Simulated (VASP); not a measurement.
# La2O3 in VASP: notebook

La2O3 is run at these levels: r2SCAN; tasks: relaxation of cell and atoms, single point.

All numbers are computed with VASP 6.6.1; they aren't measurements. Logs are shortened: lines on timing, memory, paths and dates and some standing lists are left out, and cuts for length are marked.

## (1) The cell of the first run

The structure is trigonal, space group P321 (No. 150). Conventional cell: a = 6.370 Å, b = 6.370 Å, c = 3.290 Å, α = 90.00°, β = 90.00°, γ = 120.00°. La (site symmetry 3) has 6 O at 2.46 to 2.47 Å and 2 La at 3.29 Å within 3.3 Å. Within 3.3 Å of O (site symmetry 2) lie 4 La at 2.46 to 2.47 Å and 6 O at 3.19 to 3.29 Å.

## (2) Relaxation of cell and atoms, r2SCAN

Input file POSCAR:

```
La2O3
1.0
    6.3702727145      0.0000000000      0.0000000000
   -3.1851363572      5.5168179998      0.0000000000
    0.0000000000      0.0000000000      3.2898942108
La O
2 3
Direct
    0.6666666667      0.3333333333      0.4981030000
    0.3333333333      0.6666666667      0.5018970000
    0.5046070000      0.0000000000      0.0000000000
    0.0000000000      0.5046070000      0.0000000000
    0.4953930000      0.4953930000      0.0000000000
```

Input file INCAR.step1:

```
SYSTEM = La2O3
PREC = Accurate
ENCUT = 600
ISMEAR = -1
SIGMA = 0.05
LREAL = .False.
LASPH = .True.
NELM = 100
GGA = PE
ALGO = Normal
EDIFF = 1E-4
LWAVE = .True.
LCHARG = .False.
```

Input file INCAR.step2:

```
SYSTEM = La2O3
PREC = Accurate
ENCUT = 600
EDIFF = 1E-6
ISMEAR = -1
SIGMA = 0.05
LREAL = .False.
LASPH = .True.
NELM = 100
ALGO = Normal
ISIF = 3
LWAVE = .False.
LCHARG = .False.
METAGGA = R2SCAN
LMIXTAU = .True.
IBRION = 2
NSW = 60
EDIFFG = -0.01
ISTART = 1
```

Input file KPOINTS:

```
Automatic mesh
0
Gamma
  5 5 8
  0 0 0
```

Potentials or basis: VASP PAW PBE potentials, release 64 (La, O).

Run with:

```bash
cat potpaw_PBE.64/La/POTCAR potpaw_PBE.64/O/POTCAR > POTCAR
cp INCAR.step1 INCAR
mpirun -np 1 vasp_std > vasp.out
cp INCAR.step2 INCAR
mpirun -np 1 vasp_std > vasp.out
```

OUTCAR:

```text
SYSTEM = La2O3
   PREC = Accurate
   ENCUT = 600
   EDIFF = 1E-6
   ISMEAR = -1
   LREAL = .False.
   LASPH = .True.
   NELM = 100
   ISIF = 3
   METAGGA = R2SCAN
   IBRION = 2
   NSW = 60
   EDIFFG = -0.01
   ISTART = 1

 ion  position               nearest neighbor table
   1  0.667  0.333  0.498-   3 2.46   4 2.46   5 2.46   3 2.47   4 2.47   5 2.47   2 3.68   2 3.68
                             2 3.68
   2  0.333  0.667  0.502-   4 2.46   3 2.46   5 2.46   4 2.47   3 2.47   5 2.47   1 3.68   1 3.68
                             1 3.68
   3  0.505  0.000  0.000-   1 2.46   2 2.46   1 2.47   2 2.47
   4  0.000  0.505  0.000-   2 2.46   1 2.46   2 2.47   1 2.47
   5  0.495  0.495  0.000-   2 2.46   1 2.46   2 2.47   1 2.47

  LATTYP: Found a hexagonal cell.
 ALAT       =     6.3702727145
 C/A-ratio  =     0.5164447989

  Lattice vectors:

 A1 = (   6.3702727145,   0.0000000000,   0.0000000000)
 A2 = (  -3.1851363572,   5.5168179998,   0.0000000000)
 A3 = (   0.0000000000,   0.0000000000,   3.2898942108)

Analysis of symmetry for initial positions (statically):
=====================================================================
 Subroutine PRICEL returns:
 Original cell was already a primitive cell.

 Routine SETGRP: Setting up the symmetry group for a
 hexagonal supercell.

 Subroutine GETGRP returns: Found  6 space group operations
 (whereof  6 operations were pure point group operations)
 out of a pool of 24 trial point group operations.

The static configuration has the point symmetry D_3 .

Analysis of symmetry for dynamics (positions and initial velocities):
=====================================================================
 Subroutine PRICEL returns:
 Original cell was already a primitive cell.

 Routine SETGRP: Setting up the symmetry group for a
 hexagonal supercell.

 Subroutine GETGRP returns: Found  6 space group operations
 (whereof  6 operations were pure point group operations)
 out of a pool of 24 trial point group operations.

The dynamic configuration has the point symmetry D_3 .

 Subroutine INISYM returns: Found  6 space group operations
 (whereof  6 operations are pure point group operations),
 and found     1 'primitive' translations
[... 117 lines left out ...]
   EFERMI_NEDOS =   21; number of points for ismear=-14 and -15
   IALGO  =     38    algorithm
   IMIX   =      4    mixing-type and parameters
     AMIX     =   0.40;   BMIX     =  1.00
     AMIX_MAG =   1.60;   BMIX_MAG =  1.00
  volume/ion in A,a.u.               =      23.12       156.05
  Fermi-wavevector in a.u.,A,eV,Ry     =   1.149261  2.171788 17.970583  1.320801
  Thomas-Fermi vector in A             =   2.285931
   LORBIT       =      0    0 simple, 1 ext, 2 COOP (PROOUT), +10 PAW based schemes
   METAGGA = R2SCAN    functional components
   LHFCALC =     F    Hartree Fock is set to
   AEXX    =    0.0000 exact exchange contribution
   IVDW    =     0    specifies the selected vdW correction
   LEPSILON=     F    determine dielectric tensor
   LRPA    =     F    only Hartree local field effects (RPA)
 conjugate gradient relaxation of ions
 non-spin polarized calculation
  energy-cutoff  :      600.00
  volume of cell :      115.62
 maximum number of plane-waves:      3883
 NGX is ok and might be reduce to    54
   NGX = 25   NGY = 25   NGZ = 13

--------------------------------------- Ionic step        1  -------------------------------------------

 number of electron      40.0000005 magnetization

 Free energy of the ion-electron system (eV)
  ---------------------------------------------------
  ext. energy  EPLUGINS =         0.00000000
  ---------------------------------------------------
  free energy    TOTEN  =       -94.74667440 eV

  energy without entropy =      -94.74667440  energy(sigma->0) =      -94.74667440

------------------------ aborting loop because EDIFF is reached ----------------------------------------

  FORCE on cell =-STRESS in cart. coord.  units (eV):
  Direction    XX          YY          ZZ          XY          YZ          ZX
  --------------------------------------------------------------------------------------
  -------------------------------------------------------------------------------------
  Total       -0.7456103     -0.7456103     -1.2482134     -0.0000000      0.0000000     -0.0000000
  in kB      -10.3322246    -10.3322246    -17.2970015     -0.0000000      0.0000000     -0.0000000
  external PRESSURE =     -12.6538169 kB  Pullay stress =       0.0000000 kB
[... 98 lines left out ...]
  FREE ENERGIE OF THE ION-ELECTRON SYSTEM (eV)
  ---------------------------------------------------
  free  energy   TOTEN  =       -94.7526902080 eV

  energy  without entropy=      -94.7526902078  energy(sigma->0) =      -94.75269021

[... ionic steps 4 to 13 ...]

--------------------------------------- Ionic step       14  -------------------------------------------

 number of electron      40.0000008 magnetization

------------------------ aborting loop because EDIFF is reached ----------------------------------------
[... 73 lines left out ...]
--------------------------------------- Ionic step       16  -------------------------------------------

 number of electron      40.0000009 magnetization

 Free energy of the ion-electron system (eV)
  ---------------------------------------------------
  ext. energy  EPLUGINS =         0.00000000
  ---------------------------------------------------
  free energy    TOTEN  =       -94.75438515 eV

  energy without entropy =      -94.75438515  energy(sigma->0) =      -94.75438515

 E-fermi :   3.9046     XC(G=0):  -8.7729

 val. band max:        2.9828385340   @ k =   0.0000   0.0000   0.5000
 cond. band min:       4.9139139277   @ k =   0.0000   0.0000   0.0000
 fundamental gap:      1.9310753937
 Fermi energy:         3.9046399045

 k-point     1 :       0.0000    0.0000    0.0000
  band No.  band energies     occupation
      1     -28.5120      2.00000
      2     -28.2975      2.00000
      3     -15.3734      2.00000
      4     -15.3734      2.00000
      5     -13.8184      2.00000
      6     -11.6077      2.00000
[... 637 lines left out ...]
     23       7.9519      0.00000
     24       8.0434      0.00000

 [... further k-points ...]

------------------------ aborting loop because EDIFF is reached ----------------------------------------

  FORCE on cell =-STRESS in cart. coord.  units (eV):
  Direction    XX          YY          ZZ          XY          YZ          ZX
  --------------------------------------------------------------------------------------
  -------------------------------------------------------------------------------------
  Total       -0.0183937     -0.0183937     -0.0201938     -0.0000000     -0.0000000      0.0000000
  in kB       -0.2581070     -0.2581070     -0.2833678     -0.0000000     -0.0000000      0.0000000
  external PRESSURE =      -0.2665273 kB  Pullay stress =       0.0000000 kB
[... 20 lines left out ...]
  FREE ENERGIE OF THE ION-ELECTRON SYSTEM (eV)
  ---------------------------------------------------
  free  energy   TOTEN  =       -94.7543851517 eV

  energy  without entropy=      -94.7543851516  energy(sigma->0) =      -94.75438515

 reached required accuracy - stopping structural energy minimisation
```

OUTCAR.step1:

```text
SYSTEM = La2O3
   PREC = Accurate
   ENCUT = 600
   ISMEAR = -1
   LREAL = .False.
   LASPH = .True.
[... 883 lines left out ...]
      3.21448      0.00000      0.00000        -0.036439      0.000000      0.000000
     -1.60724      2.78382      0.00000         0.018219     -0.031557      0.000000
      1.57789      2.73299      0.00000         0.018219      0.031557      0.000000
 -----------------------------------------------------------------------------------
    total drift:                                0.000000      0.000001     -0.000000

  FREE ENERGIE OF THE ION-ELECTRON SYSTEM (eV)
  ---------------------------------------------------
  free  energy   TOTEN  =       -40.7851718373 eV

  energy  without entropy=      -40.7851718359  energy(sigma->0) =      -40.78517184
```

OSZICAR.step1:

```text
N       E                     dE             d eps       ncg     rms          rms(c)
DAV:   1     0.555373075322E+03    0.55537E+03   -0.17735E+04  1496   0.261E+03
DAV:   2     0.127571438031E+03   -0.42780E+03   -0.42173E+03  2216   0.397E+02
DAV:   3    -0.191709857596E+02   -0.14674E+03   -0.14531E+03  2656   0.248E+02
DAV:   4    -0.466135393189E+02   -0.27443E+02   -0.26367E+02  2712   0.109E+02
DAV:   5    -0.480516070473E+02   -0.14381E+01   -0.14375E+01  2464   0.290E+01    0.154E+01
DAV:   6    -0.413820015453E+02    0.66696E+01   -0.62903E+01  2160   0.468E+01    0.809E+00
DAV:   7    -0.410154790734E+02    0.36652E+00   -0.70781E+00  2888   0.277E+01    0.345E+00
DAV:   8    -0.407630912698E+02    0.25239E+00   -0.73840E-01  2552   0.768E+00    0.714E-01
DAV:   9    -0.407627495604E+02    0.34171E-03   -0.10648E-01  2856   0.294E+00    0.408E-01
DAV:  10    -0.407820902512E+02   -0.19341E-01   -0.20210E-02  2400   0.115E+00    0.124E-01
DAV:  11    -0.407842803077E+02   -0.21901E-02   -0.41183E-03  2456   0.504E-01    0.624E-02
DAV:  12    -0.407851643055E+02   -0.88400E-03   -0.97428E-04  1688   0.224E-01    0.403E-02
DAV:  13    -0.407851718373E+02   -0.75318E-05   -0.28047E-04  1656   0.222E-01
   1 F= -.40785172E+02 E0= -.40785172E+02  d E =-.135081E-08
```

It took 61 min on 1 thread of Intel Xeon Platinum 8488C (Sapphire Rapids), shared host; peak memory 0.38 GiB.

Results:

```yaml
Free_energy: -94.7544 eV
Relaxed_volume: 22.84 Å³/atom
Relaxed_cell: a = 6.345 Å, b = 6.345 Å, c = 3.275 Å, α = 90.00°, β = 90.00°, γ = 120.00°
Space_group_after_relaxing_to_0.05_Å: P6/mmm (No. 191)
Energy_gained_by_relaxing: 1.5 meV/atom
Ionic_steps: 16
Pressure_after_relaxing: 0.0 GPa
Largest_force_after_relaxing: 0.007 eV/Å
Band_gap_on_the_k_mesh: 1.93 eV, indirect (least direct gap 2.43 eV)
```

Forces in eV/Å, atoms in the order of the input:
```
La   0.000  0.000 -0.007
La   0.000  0.000  0.007
O   -0.001  0.000  0.000
O    0.001 -0.001  0.000
O    0.001  0.001  0.000
```

The path:
```tsv
step	energy change (eV)	largest force (eV/Å)	pressure (GPa)	volume (Å³)
1	0.0000	0.0394	-1.27	115.62
2	0.0026	0.0300	1.47	112.59
3	-0.0060	0.0351	-0.07	114.24
4	-0.0060	0.0348	0.00	114.20
5	-0.0063	0.0338	0.03	114.09
6	-0.0064	0.0319	0.06	114.01
7	-0.0067	0.0274	0.00	114.09
8	-0.0071	0.0171	-0.19	114.31
9	-0.0073	0.0180	-0.14	114.26
10	-0.0075	0.0132	0.02	114.12
11	-0.0075	0.0119	0.06	114.08
12	-0.0076	0.0104	0.06	114.09
13	-0.0077	0.0077	0.05	114.11
14	-0.0076	0.0121	0.02	114.14
15	-0.0077	0.0077	0.04	114.12
16	-0.0077	0.0073	-0.03	114.18
```

Final structure:
```yaml
crystal:
  lattice:
    - [6.34471, 0.00000, 0.00000]
    - [-3.17235, 5.49468, 0.00000]
    - [0.00000, 0.00000, 3.27511]
  atoms:
    - { symbol: La, position: [0.66667, 0.33333, 0.50093] }
    - { symbol: La, position: [0.33333, 0.66667, 0.49907] }
    - { symbol: O, position: [0.50020, 0.00000, 0.00000] }
    - { symbol: O, position: [0.00000, 0.50020, 0.00000] }
    - { symbol: O, position: [0.49980, 0.49980, 0.00000] }
```

Caveat: the PAW data sets were made with another functional, which shifts forces and pressure a little; spin-orbit coupling is left out, which moves the levels of the heavy elements.

## (3) Single point, r2SCAN

This run uses another cell than the first one, of 22.93 Å³/atom, 0.992 times its volume.

Input file POSCAR:

```
La2O3
1.0
    6.3546273616      0.0000000000      0.0000000000
   -3.1773136808      5.5032687268      0.0000000000
    0.0000000000      0.0000000000      3.2787452534
La O
2 3
Direct
    0.6666666667      0.3333333333      0.4999324951
    0.3333333333      0.6666666667      0.5000675049
    0.5001195446      0.0000000000      0.0000000000
    0.0000000000      0.5001195446      0.0000000000
    0.4998804554      0.4998804554      0.0000000000
```

Input file INCAR.step1:

```
SYSTEM = La2O3
ALGO = Normal
EDIFF = 1E-4
ENCUT = 520
GGA = PE
ISMEAR = -1
LASPH = .True.
LCHARG = .False.
LREAL = .False.
LWAVE = .True.
NBANDS = 28
NELM = 60
PREC = Accurate
SIGMA = 0.05
```

Input file INCAR.step2:

```
SYSTEM = La2O3
ALGO = Normal
EDIFF = 1E-7
ENCUT = 520
ISIF = 2
ISMEAR = -1
ISTART = 1
LASPH = .True.
LCHARG = .False.
LMIXTAU = .True.
LREAL = .False.
LWAVE = .False.
METAGGA = R2SCAN
NBANDS = 28
NELM = 60
PREC = Accurate
SIGMA = 0.05
```

Input file KPOINTS:

```
k-points
0
Gamma
  5 5 8
  0 0 0
```

Potentials or basis: VASP PAW PBE potentials, release 64 (La, O).

Run with:

```bash
cat potpaw_PBE.64/La/POTCAR potpaw_PBE.64/O/POTCAR > POTCAR
cp INCAR.step1 INCAR
mpirun -np 1 vasp_std > vasp.out
cp INCAR.step2 INCAR
mpirun -np 1 vasp_std > vasp.out
```

It took 5.9 min on 1 thread of Intel Xeon Platinum 8488C (Sapphire Rapids), shared host; peak memory 0.31 GiB.

It converged, with:

| Quantity | Value |
| --- | --- |
| Free energy | -94.7434 eV |
| Pressure | -0.3 GPa |
| Band gap on the k mesh | 1.95 eV, indirect (least direct gap 2.43 eV) |

Stress tensor (GPa, compression positive):
```
-0.29  0.00  0.00
 0.00 -0.29  0.00
 0.00  0.00 -0.41
```

Levels at points of the mesh, in eV from the valence-band top:
```
           k point  band 17  band 18  band 19  band 20  band 21  band 22  band 23  band 24
(0.00, 0.00, 0.00)    -1.00    -1.00    -0.72    -0.48     1.95     3.91     4.59     4.59
(0.00, 0.00, 0.50)    -1.19    -1.19    -0.33     0.00     4.83     4.91     4.91     4.91
```

Caveat: the PAW data sets were made with another functional, which shifts forces and pressure a little; spin-orbit coupling is left out, which moves the levels of the heavy elements.
